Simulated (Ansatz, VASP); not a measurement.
**Al in VASP and in Ansatz**

```
Al
1.0
     2.79268    0.00000    0.00000
    -1.39634    2.41853    0.00000
     0.00000    0.00000    8.63467
Al
4
Direct
  0.00000 0.00000 0.00000
  0.33333 0.66667 0.25000
  0.00000 0.00000 0.50000
  0.66667 0.33333 0.75000
```

Alike in both runs: task single point; functional PBE; dispersion D3(BJ); k mesh 18 × 18 × 6; occupations gaussian, width 0.15 eV; no spin polarisation.

|  | VASP | Ansatz |
| --- | --- | --- |
| version | VASP 6.6.1 | Ansatz 0.2.0 |
| potentials or method | VASP PAW PBE potentials, release 64 (Al), cutoff 520 eV | scalar-relativistic, plane waves, PAW |
| valence electrons in the cell | 12 | 12 |

|  | VASP | Ansatz | Ansatz less VASP |
| --- | --- | --- | --- |
| gap on the k mesh at the Fermi level (eV) | none | none | - |
| pressure (GPa) | 9.0 | 9.0 | -0.01 |
| traceless stress, the component that is largest in VASP (GPa) | 4.74 | 4.74 | -0.003 |

A gap of «none» marks a metal or a gap that the smearing closes.
